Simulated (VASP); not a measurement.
Write the native input for VASP 6.6.1 that does the following.

```
Task                               : single point
Functional                         : HF
Potentials or basis                : VASP PAW PBE potentials, release 64 (C)
Cutoff                             : 520 eV
k mesh                             : 3 × 3 × 10
Occupations                        : fermi-dirac, width 0.05 eV
Spin                               : no spin polarisation
Dipole correction                  : no
Grid for exact exchange (PRECFOCK) : Normal
Further INCAR settings             : ALGO = Normal; EDIFF = 1e-06; NBANDS = 8
Share of exact exchange            : 1
```

C:

```
C
1.0
     4.73951    0.00000    0.00000
     0.00000    4.73951    0.00000
     0.00000    0.00000    1.25815
C
1
Direct
  0.50000 0.50000 0.50000
```

These files were run (other wordings do the same):

POSCAR

```
C
1.0
    4.7395145411      0.0000000000      0.0000000000
    0.0000000000      4.7395145411      0.0000000000
    0.0000000000      0.0000000000      1.2581527626
C
1
Direct
    0.5000000000      0.5000000000      0.5000000000
```

INCAR.step1

```
SYSTEM = C
PREC = Accurate
ENCUT = 520
EDIFF = 1E-5
ISMEAR = -1
SIGMA = 0.05
LREAL = .FALSE.
LASPH = .TRUE.
NELM = 100
ALGO = Normal
ISIF = 2
LWAVE = .TRUE.
GGA = PE
NBANDS = 8
```

INCAR.step2

```
SYSTEM = C
PREC = Accurate
ENCUT = 520
EDIFF = 1E-6
ISMEAR = -1
SIGMA = 0.05
LREAL = .FALSE.
LASPH = .TRUE.
NELM = 100
ALGO = Normal
ISIF = 2
LWAVE = .FALSE.
LCHARG = .TRUE.
GGA = PE
LHFCALC = .TRUE.
AEXX = 1.0
ALDAC = 0.0
AGGAC = 0.0
PRECFOCK = Normal
LELF = .TRUE.
LVHAR = .TRUE.
ISTART = 1
NBANDS = 8
```

KPOINTS

```
regular mesh
0
G
  3 3 10
  0 0 0
```

Potentials or basis: VASP PAW PBE potentials, release 64 (C).

Command:

```sh
$ cat potpaw_PBE.64/C/POTCAR > POTCAR
$ cp INCAR.step1 INCAR
$ mpirun -np 1 vasp_std > vasp.out
$ cp INCAR.step2 INCAR
$ mpirun -np 1 vasp_std > vasp.out
```

It gave:

| Quantity | Value |
| --- | --- |
| Pressure | 0.0 GPa |
| Band gap on the k mesh | zero (bands 2 and 3 overlap by 27.37 eV) |

Caveat: the k points lie up to 0.50 Å⁻¹ apart, too coarse for converged energies and pressures of a metal; the PAW data sets were made with another functional, which shifts forces and pressure a little.

Run time: 43 s on 1 thread of Intel Xeon 8259CL, with other jobs on the host, peak memory 0.1 GiB.
